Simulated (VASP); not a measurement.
Here is a VASP 6.6.1 calculation.

Contents of POSCAR:

```
Rh
1.0
    2.6917450000      0.0000000000      0.0000000000
   -1.3458720000      2.3311190000      0.0000000000
    0.0000000000      0.0000000000      8.7980700000
Rh
4
Direct
    0.0000000000      0.0000000000      0.0000000000
    0.3333333333      0.6666666667      0.2500000000
    0.0000000000      0.0000000000      0.5000000000
    0.6666666667      0.3333333333      0.7500000000
```

INCAR.step1

```
PREC = Accurate ; ENCUT = 600
ISMEAR = 1 ; SIGMA = 0.1
LREAL = F ; LASPH = T
NELM = 80 ; GGA = PE
ALGO = Normal ; EDIFF = 1E-4
LWAVE = T ; LCHARG = F
```

The input INCAR.step2:

```
PREC = Accurate ; ENCUT = 600
EDIFF = 1E-6 ; ISMEAR = 1
SIGMA = 0.1 ; LREAL = F
LASPH = T ; NELM = 80
ALGO = Normal ; ISIF = 3
LWAVE = F ; LCHARG = F
METAGGA = R2SCAN ; LMIXTAU = T
IVDW = 13 ; VDW_S6 = 1.0
VDW_S8 = 0.6018749 ; VDW_A1 = 0.51559235
VDW_A2 = 5.77342911 ; IBRION = 2
NSW = 80 ; EDIFFG = -0.02
ISTART = 1
```

The input KPOINTS:

```
regular mesh
0
Gamma
  9 9 3
```

Potentials or basis: VASP PAW PBE potentials, release 64 (Rh_pv).

Run with:

```console
$ cat potpaw_PBE.64/Rh_pv/POTCAR > POTCAR
$ cp INCAR.step1 INCAR
$ mpirun -np 1 vasp_std > vasp.out
$ cp INCAR.step2 INCAR
$ mpirun -np 1 vasp_std > vasp.out
```

Question: Estimate the relaxed volume.

Answer: 13.66 Å³/atom.

Question: What does it give for the dispersion energy per atom?

Answer: -0.283 eV.

Question: Predict the band gap on the k mesh.

Answer: Zero (bands 30 and 31 overlap by 1.70 eV).

Question: Predict the space group after relaxing (to 0.1 Å).

Answer: P6_3/mmc (No. 194).

Step by step:
| step | energy change (eV) | largest force (eV/Å) | pressure (GPa) | volume (Å³) |
| --- | --- | --- | --- | --- |
| 1 | 0.0000 | 0.0000 | -2.96 | 55.21 |
| 2 | 0.0313 | 0.0000 | 8.42 | 53.19 |
| 3 | -0.0060 | 0.0000 | -0.02 | 54.62 |
| 4 | -0.0060 | 0.0000 | 0.19 | 54.60 |
| 5 | -0.0061 | 0.0000 | 0.04 | 54.63 |
| 6 | -0.0061 | 0.0000 | 0.10 | 54.62 |

Caveat: the PAW data sets were made with another functional, which shifts forces and pressure a little.
